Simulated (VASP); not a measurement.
# HC12 in VASP: a series of runs, part 2 of 2

VASP 6.6.1. Earlier steps stand in the parts before.

## (4) Single point, LDA

INCAR reads:

```
SYSTEM = HC12
  PREC = Accurate
  ENCUT = 520
  EDIFF = 1E-6
  ISMEAR = 0
  SIGMA = 0.05
  LREAL = Auto
  LASPH = .True.
  NELM = 100
  ALGO = Normal
  ISIF = 2
  LWAVE = .False.
  LCHARG = .False.
  LDIPOL = .True.
  IDIPOL = 3
  DIPOL = 0.5 0.5 0.296
  NBANDS = 68
```

KPOINTS reads:

```
regular mesh
0
Gamma
  6 4 1
  0 0 0
```

POSCAR reads:

```
HC12
1.0
    4.8892663280      0.0000000000      0.0000000000
   -2.4446331640      6.7739291692      0.0000000000
    0.0000000000      0.0000000000     22.7684096771
C H
24 2
Direct
    0.4020794403      0.3041588806      0.1756820110
    0.4020794403      0.8041588805      0.1756820110
    0.9020794403      0.3041588806      0.1756820110
    0.9020794403      0.8041588805      0.1756820110
    0.1630408159      0.3260816317      0.2059829668
    0.1630408159      0.8260816317      0.2059829668
    0.6630408159      0.3260816317      0.2059829668
    0.6630408159      0.8260816317      0.2059829668
    0.1846395683      0.3692791367      0.2666259491
    0.1846395683      0.8692791367      0.2666259491
    0.6846395683      0.3692791367      0.2666259491
    0.6846395683      0.8692791367      0.2666259491
    0.4461625696      0.3923265051      0.2960492075
    0.4461625696      0.8923265051      0.2960492075
    0.9461625696      0.3923265051      0.2960492075
    0.9461625696      0.8923265051      0.2960492075
    0.4715644646      0.4431294558      0.3591099590
    0.4715644646      0.9431294558      0.3591099590
    0.9715644646      0.4431294558      0.3591099590
    0.9715644646      0.9431294558      0.3591099590
    0.2327030006      0.4654044969      0.3851129614
    0.2327030006      0.9654044969      0.3851129614
    0.7327030006      0.4654044969      0.3851129614
    0.7327030006      0.9654044969      0.3851129614
    0.2327030006      0.9133323862      0.4751499921
    0.2327030006      1.0174766075      0.4751499921
```

Potentials or basis: VASP PAW LDA potentials, release 64 (C, H).

On the command line:

```
> cat potpaw_LDA.64/C/POTCAR potpaw_LDA.64/H/POTCAR > POTCAR
> mpirun -np 1 vasp_std > vasp.out
```

OUTCAR:

```text
SYSTEM = HC12
   PREC = Accurate
   ENCUT = 520
   EDIFF = 1E-6
   ISMEAR = 0
   LREAL = Auto
   LASPH = .True.
   NELM = 100
   ISIF = 2

 ion  position               nearest neighbor table
   1  0.402  0.304  0.176-   5 1.41   7 1.41
   2  0.402  0.804  0.176-   8 1.41   6 1.41
   3  0.902  0.304  0.176-   7 1.41   5 1.41
   4  0.902  0.804  0.176-   6 1.41   8 1.41
   5  0.163  0.326  0.206-   1 1.41   3 1.41   9 1.41
   6  0.163  0.826  0.206-   4 1.41   2 1.41  10 1.41
   7  0.663  0.326  0.206-   3 1.41   1 1.41  11 1.41
   8  0.663  0.826  0.206-   2 1.41   4 1.41  12 1.41
   9  0.185  0.369  0.267-  13 1.40  15 1.40   5 1.41
  10  0.185  0.869  0.267-  14 1.40  16 1.40   6 1.41
[... 8 lines left out ...]
  19  0.972  0.443  0.359-  23 1.37  21 1.37  15 1.48
  20  0.972  0.943  0.359-  24 1.37  22 1.37  16 1.48
  21  0.233  0.465  0.385-  17 1.37  19 1.37
  22  0.233  0.965  0.385-  18 1.37  20 1.37
  23  0.733  0.465  0.385-  19 1.37  17 1.37
  24  0.733  0.965  0.385-  20 1.37  18 1.37
  25  0.233  0.913  0.475-  26 0.75
  26  0.233  0.017  0.475-  25 0.75

  LATTYP: Found a base centered orthorhombic cell.
 ALAT       =     4.8892663280
 B/A-ratio  =     2.7709389159
 C/A-ratio  =     4.6568151845

  Lattice vectors:

 A1 = (   2.4446331640,  -6.7739291692,   0.0000000000)
 A2 = (   2.4446331640,   6.7739291692,   0.0000000000)
 A3 = (   0.0000000000,   0.0000000000,  22.7684096771)

Analysis of symmetry for initial positions (statically):
=====================================================================
 Subroutine PRICEL returns:
 Original cell was already a primitive cell.

 Routine SETGRP: Setting up the symmetry group for a
 base centered orthorhombic supercell.

 Subroutine GETGRP returns: Found  1 space group operations
 (whereof  1 operations were pure point group operations)
 out of a pool of  8 trial point group operations.

The static configuration has the point symmetry C_1 .

Analysis of symmetry for dynamics (positions and initial velocities):
[... 202 lines left out ...]
 Gauss-broadening in eV      SIGMA  =   0.05
  energy-cutoff  :      520.00
  volume of cell :      754.08
 maximum number of plane-waves:     20327
   NGX = 19   NGY = 27   NGZ = 85

 dipolmoment           0.000000      0.000000      0.556765 electrons x Angstroem

 number of electron      98.0000001 magnetization

 dipolmoment           0.000000      0.000000     -0.250528 electrons x Angstroem

 Free energy of the ion-electron system (eV)
  ---------------------------------------------------
  ext. energy  EPLUGINS =         0.00000000
  ---------------------------------------------------
  free energy    TOTEN  =      -221.48813649 eV

  energy without entropy =     -221.45807744  energy(sigma->0) =     -221.47310696

 E-fermi :  -3.4116     XC(G=0):  -3.9189

 val. band max:       -3.4184380180   @ k =   0.3333   0.2500   0.0000
 cond. band min:      -3.4058198587   @ k =   0.3333   0.0000   0.0000
 fundamental gap:      0.0126181593
 Fermi energy:        -3.4115699672

 k-point     1 :       0.0000    0.0000    0.0000
  band No.  band energies     occupation
      1     -22.3626      2.00000
      2     -22.0256      2.00000
      3     -20.6354      2.00000
      4     -20.3516      2.00000
      5     -18.1427      2.00000
      6     -17.9976      2.00000
[... 885 lines left out ...]
     60       2.1694      0.00000
     61       2.3296      0.00000
 [bands above 61 left out]

------------------------ aborting loop because EDIFF is reached ----------------------------------------

 vacuum level on the upper side and lower side of the slab       (xc-potential included)        -0.811         0.523

  FORCE on cell =-STRESS in cart. coord.  units (eV):
  Direction    XX          YY          ZZ          XY          YZ          ZX
  --------------------------------------------------------------------------------------
  -------------------------------------------------------------------------------------
  Total        1.8561195     -0.8600608      4.5155186     -0.2691235      1.5153701      0.0128665
  in kB        3.9436600     -1.8273540      9.5940323     -0.5718013      3.2196766      0.0273371
  external PRESSURE =       3.9034461 kB  Pullay stress =       0.0000000 kB

 VOLUME and BASIS-vectors are now :
 -----------------------------------------------------------------------------
  energy-cutoff  :      520.00
  volume of cell :      754.08
      direct lattice vectors                 reciprocal lattice vectors
     4.889266328  0.000000000  0.000000000     0.204529664  0.073812405  0.000000000
    -2.444633164  6.773929169  0.000000000     0.000000000  0.147624809  0.000000000
     0.000000000  0.000000000 22.768409677     0.000000000  0.000000000  0.043920503

 POSITION                                       TOTAL-FORCE (eV/Angst)
 -----------------------------------------------------------------------------------
      1.22232      2.06035      4.00000         0.001033      0.315646      1.870333
      0.00000      5.44732      4.00000         0.113238      0.292308      1.720405
      3.66695      2.06035      4.00000         0.002940      0.318606      1.860540
      2.44463      5.44732      4.00000        -0.110970      0.292509      1.719972
      0.00000      2.20885      4.68990         0.002176     -0.716756     -3.524775
     -1.22232      5.59582      4.68990         0.000100     -0.721247     -3.371133
[... 18 lines left out ...]
     -1.09502      6.18685     10.81841         0.431374     -1.119047      0.027919
      1.09502      0.11839     10.81841        -0.423559      1.101879     -0.063542
 -----------------------------------------------------------------------------------
    total drift:                               -0.009841      0.011138      0.022989

  FREE ENERGIE OF THE ION-ELECTRON SYSTEM (eV)
  ---------------------------------------------------
  free  energy   TOTEN  =      -221.4881364882 eV

  energy  without entropy=     -221.4580774385  energy(sigma->0) =     -221.47310696

 vacuum level on the upper side and lower side of the slab         2.233         3.596
```

OSZICAR:

```text
N       E                     dE             d eps       ncg     rms          rms(c)
DAV:   1     0.772660256252E+03    0.77266E+03   -0.39235E+04  1952   0.114E+03
DAV:   2    -0.107311136676E+03   -0.87997E+03   -0.84433E+03  2768   0.276E+02
DAV:   3    -0.232960547506E+03   -0.12565E+03   -0.12368E+03  2212   0.106E+02
[... 25 lines left out ...]
DAV:  29    -0.221488118642E+03   -0.26551E-04   -0.21498E-06  1612   0.289E-03    0.289E-03
DAV:  30    -0.221488130756E+03   -0.12115E-04   -0.61384E-07  1512   0.154E-03    0.867E-04
DAV:  31    -0.221488133719E+03   -0.29628E-05   -0.67412E-08  1368   0.699E-04    0.615E-04
DAV:  32    -0.221488135697E+03   -0.19774E-05   -0.65740E-08  1228   0.521E-04    0.756E-04
DAV:  33    -0.221488136488E+03   -0.79161E-06   -0.36345E-08  1340   0.341E-04
   1 F= -.22148814E+03 E0= -.22147311E+03  d E =-.300590E-01
```

It took 43 min on 1 thread of AMD EPYC 7R43 (Zen 3), shared host; peak memory 0.78 GiB.

What came out:

```yaml
Free_energy: -221.4881 eV
Largest_force: 3.597 eV/Å
Band_gap_on_the_k_mesh: zero (band 49 reaches -3.39 eV, above the bottom of band 50 at -3.42 eV)
```

Forces on the atoms (eV/Å):
```
C    0.001  0.316  1.870
C    0.113  0.292  1.720
C    0.003  0.319  1.861
C   -0.111  0.293  1.720
C    0.002 -0.717 -3.525
C    0.000 -0.721 -3.371
C   -0.004 -0.717 -3.525
C    0.001 -0.662 -3.215
C   -0.002  0.384  1.552
C   -0.006  0.345  1.381
C   -0.004  0.384  1.550
C   -0.003  0.399  1.540
C    0.004 -0.020  0.012
C   -0.165  0.057  0.123
C    0.000  0.016  0.007
C    0.173  0.054  0.122
C    0.003 -0.082 -0.186
C    0.142 -0.058  0.102
C    0.003 -0.078 -0.206
C   -0.142 -0.075  0.092
C   -0.014  0.111  0.305
C   -0.015 -0.054 -0.965
C    0.007  0.107  0.286
C    0.007  0.124  0.784
H    0.431 -1.119  0.028
H   -0.424  1.102 -0.064
```
